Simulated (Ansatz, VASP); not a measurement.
**Two plane-wave programs on Ga2O3**

```
Ga O
1.0
     2.49973    1.44322    4.50032
    -2.49973    1.44322    4.50032
     0.00000   -2.88643    4.50032
Ga O
4 6
Direct
  0.85596 0.85596 0.85596
  0.64404 0.64404 0.64404
  0.14404 0.14404 0.14404
  0.35596 0.35596 0.35596
  0.05260 0.44740 0.75000
  0.75000 0.05260 0.44740
  0.44740 0.75000 0.05260
  0.94740 0.55260 0.25000
  0.25000 0.94740 0.55260
  0.55260 0.25000 0.94740
```

Alike in both runs: task single point; functional PBE; dispersion D3(BJ); k mesh 6 × 6 × 6; occupations gaussian, width 0.1 eV; no spin polarisation.

|  | VASP | Ansatz |
| --- | --- | --- |
| version | VASP 6.6.1 | Ansatz 0.2.0 |
| potentials or method | VASP PAW PBE potentials, release 64 (Ga_d, O), cutoff 600 eV | scalar-relativistic, plane waves, PAW |
| valence electrons in the cell | 88 | 88 |

|  | VASP | Ansatz | Ansatz less VASP |
| --- | --- | --- | --- |
| gap on the k mesh at the Fermi level (eV) | 2.73 | 2.74 | +0.012 |
| least direct gap on the mesh (eV) | 2.97 | 2.99 | +0.012 |
| pressure (GPa) | 4.1 | 3.4 | -0.72 |
| traceless stress, the component that is largest in VASP (GPa) | -1.15 | -1.08 | +0.071 |
| rms of the force components (eV/Å) | 0.023 | 0.022 | -0.0007 |

Atom by atom the forces differ by 0.006 eV/Å (rms over components).
